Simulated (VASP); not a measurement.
A run of VASP 6.6.1 is set up as follows.

File INCAR:

```
ALGO     = Fast           # electronic algorithm
EDIFF    = 1E-6           # SCF threshold, eV
ENCUT    = 520            # plane-wave cutoff, eV
GGA      = PE             # functional
ISIF     = 2              # what is computed and relaxed
ISMEAR   = 0              # smearing method
LASPH    = T              # aspherical terms in the spheres
LCHARG   = T              # write CHGCAR
LELF     = T              # ELF
LREAL    = F              # projectors in reciprocal space
LVHAR    = T            
LWAVE    = F              # write WAVECAR
NBANDS   = 22             # bands
NELM     = 60             # most SCF steps
PREC     = Accurate       # precision mode
SIGMA    = 0.2            # smearing width, eV
```

Contents of KPOINTS:

```
k-points
0
Gamma
  4 6 6
```

Contents of POSCAR:

```
Li
1.0
   -0.7479065818     -0.4390012888      6.1785095665
    5.7403552611      0.3334662907     -0.7789583464
   -2.5824095141      4.5021571527     -0.0048062677
Li
8
Direct
    0.8746212795      0.4997858363      0.0473364262
    0.7504705893     -0.0001011218      0.4524085790
    0.6244550299      0.5000570356      0.5477006052
    0.3745325203      0.5000837659      0.0474816359
    0.2504264444      0.9999366280      0.4524181393
    0.1244841536      0.5000308887      0.5475163348
    0.5005251617      0.0000577654     -0.0474917173
    0.0004848212      0.0001492018     -0.0473700031
```

Potentials or basis: VASP PAW PBE potentials, release 64 (Li_sv).

Command:

```console
$ cat potpaw_PBE.64/Li_sv/POTCAR > POTCAR
$ mpirun -np 1 vasp_std > vasp.out
```

What does it give for the band gap on the k mesh?

Zero (bands 12 and 13 overlap by 1.61 eV).

Forces in eV/Å, atoms in the order of the input:
```
Li   0.000  0.003 -0.001
Li   0.001 -0.002  0.000
Li  -0.001  0.000  0.001
Li  -0.002  0.002  0.001
Li   0.001 -0.001  0.000
Li  -0.001  0.002  0.000
Li   0.002 -0.001 -0.001
Li   0.000 -0.003  0.000
```
